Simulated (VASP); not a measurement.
# EuMn: single point with PBE+U

The system is EuMn.

```xyz
2
Lattice="3.7596 0.0000 0.0000 0.0000 3.7596 0.0000 0.0000 0.0000 3.7596" Properties=species:S:1:pos:R:3 pbc="T T T"
Eu    0.0000    0.0000    0.0000
Mn    1.8798    1.8798    1.8798
```

```json
{
 "Program": "VASP 6.6.1",
 "Task": "single point",
 "Functional": "PBE",
 "Potentials or basis": "VASP PAW PBE potentials, release 64 (Eu, Mn_pv)",
 "Cutoff": "520 eV",
 "k mesh": "8 × 8 × 8",
 "Occupations": "gaussian, width 0.05 eV",
 "Spin": "collinear spin, ferrimagnetic start",
 "Starting moments": "[7.77, -4.35] μB",
 "Hubbard terms": "Eu f U = 2.0 eV",
 "Dipole correction": "no",
 "Further INCAR settings": "ALGO = Normal; EDIFF = 1e-06; NBANDS = 26"
}
```

| Property | Result |
| --- | --- |
| Pressure | -1.6 GPa |
| Net moment | 3.41 μB per cell |
| Site moments | Eu +6.70; Mn -3.84 μB |
| Valence electrons inside the program's atomic spheres | Eu 14.81; Mn 11.40 |

Levels at points of the mesh, in eV from the Fermi level:
Spin up:
```
           k point  band 14  band 15  band 16  band 17  band 18  band 19  band 20  band 21
(0.00, 0.00, 0.00)    -0.66    -0.66    -0.66    -0.66     1.01     1.01     1.01     2.44
(0.50, 0.00, 0.00)    -0.75    -0.58    -0.58     0.39     0.80     1.07     1.07     1.38
(0.50, 0.50, 0.00)    -0.69    -0.61    -0.55     0.21     0.21     1.11     1.11     1.38
(0.50, 0.50, 0.50)    -0.73    -0.57    -0.57    -0.57     0.42     0.42     0.42     1.41
```
Spin down:
```
           k point  band 11  band 12  band 13  band 14  band 15  band 16
(0.00, 0.00, 0.00)    -2.50    -2.50    -2.50     2.16     2.16     4.94
(0.50, 0.00, 0.00)    -2.56    -2.44    -1.90    -1.33     2.13     2.90
(0.50, 0.50, 0.00)    -2.75    -2.07    -1.28     1.29     1.29     2.36
(0.50, 0.50, 0.50)    -2.06    -2.06    -0.53    -0.53    -0.53     1.50
```

Eigenvalues of the final occupation matrices:
```csv
site,spin,trace,eigenvalues
site 1 f,1,6.62,0.93 0.93 0.93 0.96 0.96 0.96 0.96
site 1 f,2,0.01,0.00 0.00 0.00 0.00 0.00 0.00 0.00
```

It took 3.1 min on 1 thread of Oxide Virtual Turin-like Processor, with other jobs on the host, peak memory 0.21 GiB.

Caveat: spin-orbit coupling is left out, which moves the levels of the heavy elements. The state reached can hang on the start; a lower one may exist.
